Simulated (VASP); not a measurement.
A run of VASP 6.6.1 is set up as follows.

Contents of INCAR:

```
ALGO = Normal
EDIFF = 1E-6
ENCUT = 520
GGA = PS
ISIF = 2
ISMEAR = 0
LASPH = T
LCHARG = F
LREAL = Auto
LWAVE = F
NBANDS = 30
NELM = 80
PREC = Accurate
SIGMA = 0.15
```

KPOINTS

```
k-points
0
Gamma
  5 5 1
```

The input POSCAR:

```
Be12H4C
1.0
    4.5800000000      0.0000000000      0.0000000000
    2.2900000000      3.9663960000      0.0000000000
    0.0000000000      0.0000000000     15.5884300000
Be C H
12 1 4
Direct
    0.0000000000      0.0000000000      0.0641501000
    0.5000000000      0.0000000000      0.0641501000
    0.0000000000      0.5000000000      0.0641501000
    0.5000000000      0.5000000000      0.0641501000
   -0.1669775214      0.3334541521      0.1821276743
    0.3334476419      0.3335649315      0.1821297832
   -0.1665749098      0.8332412047      0.1819135654
    0.3335689019      0.8330547150      0.1821543123
    0.0000676219     -0.0003193226      0.2998597472
    0.5005500897      0.0001213520      0.2998945290
   -0.0001764543      0.4999402678      0.2998943967
    0.5000028415      0.5000701324      0.3001000246
    0.1917141630      0.1389906189      0.5418256613
   -0.0323659245      0.1352833530      0.5182010055
    0.4193839118     -0.0838510283      0.5176688850
    0.1867775853      0.3679372198      0.5186633668
    0.1930272888      0.1365567401      0.6122474037
```

Potentials or basis: VASP PAW PBE potentials, release 64 (Be, C, H).

Command:

```bash
$ cat potpaw_PBE.64/Be/POTCAR potpaw_PBE.64/C/POTCAR potpaw_PBE.64/H/POTCAR > POTCAR
$ mpirun -np 1 vasp_std > vasp.out
```

(1) What does it give for the largest force?

(2) Predict the band gap on the k mesh.

Results:

(1) 0.042 eV/Å.

(2) zero (band 16 reaches -0.22 eV, above the bottom of band 17 at -2.54 eV).

Caveat: the PAW data sets were made with another functional, which shifts forces and pressure a little.
